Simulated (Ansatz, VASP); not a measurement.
## Ca: VASP beside Ansatz

File INCAR:

```
ALGO = Normal
EDIFF = 1E-8
ENCUT = 520
GGA = PS
ISIF = 2
ISMEAR = -1
LASPH = True
LCHARG = False
LEFG = True
LREAL = False
LWAVE = False
NBANDS = 11
NELM = 100
PREC = Accurate
SIGMA = 0.05
```

The input KPOINTS:

```
k-points
0
Gamma
  11 11 11
```

Contents of POSCAR:

```
Ca
1.0
    0.0000000000      2.8034831247      2.8034831247
    2.8034831247      0.0000000000      2.8034831247
    2.8034831247      2.8034831247      0.0000000000
Ca
1
Direct
    0.0000000000      0.0000000000      0.0000000000
```

Input for Ansatz:

```yaml
crystal:
  lattice:
    - [0.0, 2.8034831247, 2.8034831247]
    - [2.8034831247, 0.0, 2.8034831247]
    - [2.8034831247, 2.8034831247, 0.0]
  atoms:
    - { symbol: Ca, position: [0.0, 0.0, 0.0] }
kpoints:
  mp_grid: { grid: [11, 11, 11] }
scf:
  occupations: { method: fermi_dirac, width: 0.05 }
hamiltonian:
  xc: pbesol
  pseudopotentials: { kind: all_electron, datasets: crystal }
output:
  forces: true
  stress: true
  eigenvalues: true
  efg: { contact_densities: true }
```

Change from the starting cell: volume scaled by 1.01, crystal datasets.

Alike in both runs: task electric field gradients; functional PBEsol; k mesh 11 × 11 × 11; occupations fermi-dirac, width 0.05 eV; no spin polarisation.

```csv
,VASP,Ansatz
version,VASP 6.6.1,Ansatz 0.2.0
potentials or method,"VASP PAW PBE potentials, release 64 (Ca_sv), cutoff 520 eV","all-electron PAW with datasets made for the crystal, scalar-relativistic"
```

```tsv
	VASP	Ansatz	Ansatz less VASP
pressure (GPa)	-1.3	-1.3	-0.01
```

VASP's potentials were made for PBE, not for PBEsol. Ansatz ran all-electron here, and VASP with PAW potentials.
